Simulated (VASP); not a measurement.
## BaO: single point with PBEsol

The system is BaO.

```
Ba O
1.0
     0.00000    2.74519    2.74519
     2.74519    0.00000    2.74519
     2.74519    2.74519    0.00000
Ba O
1 1
Direct
  0.00000 0.00000 0.00000
  0.50000 0.50000 0.50000
```

```
Program                : VASP 6.6.1
Task                   : single point
Functional             : PBEsol
Potentials or basis    : VASP PAW PBE potentials, release 64 (Ba_sv, O_h)
Cutoff                 : 1340 eV
k mesh                 : 8 × 8 × 8
Occupations            : gaussian, width 0.02 eV
Spin                   : no spin polarisation
Dipole correction      : no
Further INCAR settings : ALGO = Normal; EDIFF = 1e-06; NBANDS = 15
```

The pressure is 1.8 GPa and the band gap on the k mesh is 1.77 eV.

Levels at points of the mesh, in eV from the valence-band top:
```tsv
k point	band 5	band 6	band 7	band 8	band 9	band 10	band 11	band 12
(0.00, 0.00, 0.00)	-10.29	-0.43	-0.43	-0.43	3.48	4.61	4.61	4.61
(0.50, 0.00, 0.00)	-10.41	-2.17	-1.63	-1.63	4.88	7.22	7.22	8.15
(0.50, 0.50, 0.00)	-10.93	-0.20	-0.20	0.00	1.77	6.03	9.02	9.38
```

Run time: 39 s on 1 thread of Intel(R) Xeon(R) 6975P-C (Granite Rapids), on a shared host, peak memory 0.35 GiB.

Caveat: the PAW data sets were made with another functional, which shifts forces and pressure a little; spin-orbit coupling is left out, which moves the levels of the heavy elements. A k mesh can miss the band edges.
